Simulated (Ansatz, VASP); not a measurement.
## One calculation of SnN2F2, two programs

```
Sn N F
1.0
     4.39704   -2.64701    0.00000
     4.39704    2.64701    0.00000
    -1.25295    0.00000    3.52112
Sn N F
1 2 2
Direct
  0.00000 0.00000 0.00000
  0.53801 0.53801 0.90607
  0.46199 0.46199 0.09393
  0.82764 0.82764 0.36347
  0.17236 0.17236 0.63653
```

Alike in both runs: task single point; functional LDA; k mesh 2 × 2 × 2; no spin polarisation.

|  | VASP | Ansatz |
| --- | --- | --- |
| version | VASP 6.6.1 | Ansatz 0.2.0 |
| potentials or method | VASP PAW LDA potentials, release 64 (Sn_d, N, F) | plane waves, PAW |
| plane-wave cutoff (eV) | 520 | 420 |
| occupations | gaussian, width 0.01 eV | fixed |
| valence electrons in the cell | 38 | 38 |

```tsv
	VASP	Ansatz	Ansatz less VASP
pressure (GPa)	0.5	-0.3	-0.82
traceless stress, the component that is largest in VASP (GPa)	11.86	12.70	+0.847
```

LDA's correlation is that of Perdew and Zunger in VASP and of Perdew and Wang (1992) in Ansatz.

The k mesh is coarse, so the values compare programs but aren't converged. Noted on VASP's run: the standard files for N, O and F lose accuracy on very short bonds.
